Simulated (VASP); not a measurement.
BiO4, 5 atoms in the cell. The structure is tetragonal, space group I4/mmm (No. 139). The conventional cell has a = 4.317 Å, b = 4.317 Å, c = 6.273 Å, α = 90.00°, β = 90.00°, γ = 90.00°. Within 3.3 Å of Bi (site symmetry 4/mmm) lie 18 O at 2.53 to 3.11 Å. O (site symmetry -4m2) has 12 O at 2.36 to 3.06 Å and 4 Bi at 2.67 Å within 3.1 Å. Within 1.6 Å of O (site symmetry 4mm) lie 1 O at 1.21 Å. 

```yaml
Program: VASP 6.6.1
Task: single point
Functional: PBE
Potentials_or_basis: VASP PAW PBE potentials, release 64 (Bi_d, O)
Cutoff: 520 eV
k_mesh: 6 × 6 × 6
Occupations: gaussian, width 0.1 eV
Spin: no spin polarisation
Dipole_correction: no
Further_INCAR_settings: ALGO = Normal; EDIFF = 1e-06; NBANDS = 28
```

Potentials or basis: VASP PAW PBE potentials, release 64 (Bi_d, O).

Command:

```console
$ cat potpaw_PBE.64/Bi_d/POTCAR potpaw_PBE.64/O/POTCAR > POTCAR
$ mpirun -np 1 vasp_std > vasp.out
```

Hardware: 1 thread of Intel(R) Xeon(R) 6975P-C (Granite Rapids) (shared host).

Question: How long does it take, and how much memory?

Answer: Wall time 22 s on 1 thread of Intel(R) Xeon(R) 6975P-C (Granite Rapids) (shared host), peak memory 0.22 GiB. Counts: scf iterations 14, k points 30.
